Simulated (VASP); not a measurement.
Mo, 1 atom in the cell. It takes space group Im-3m (No. 229, cubic). Conventional cell: a = 3.189 Å, b = 3.189 Å, c = 3.189 Å, α = 90.00°, β = 90.00°, γ = 90.00°. Within 3.6 Å of Mo (site symmetry m-3m) lie 14 Mo at 2.76 to 3.19 Å. 

| Item | Value |
| --- | --- |
| Program | VASP 6.6.1 |
| Task | single point |
| Functional | LDA |
| Potentials or basis | VASP PAW LDA potentials, release 64 (Mo_sv) |
| Cutoff | 520 eV |
| k mesh | 12 × 12 × 12 |
| Occupations | fermi-dirac, width 0.05 eV |
| Spin | no spin polarisation |
| Dipole correction | no |
| Further INCAR settings | ALGO = Fast; EDIFF = 1e-06; NBANDS = 13 |

Potentials or basis: VASP PAW LDA potentials, release 64 (Mo_sv).

The run is started by

```bash
$ cat potpaw_LDA.64/Mo_sv/POTCAR > POTCAR
$ mpirun -np 1 vasp_std > vasp.out
```

Hardware: 1 thread of AMD EPYC 7R13, on a shared host.

Q: Estimate the wall time of this run.

A: It took 31 s on 1 thread of AMD EPYC 7R13, on a shared host, peak memory 0.11 GiB. Counts: scf iterations 12, k points 72.
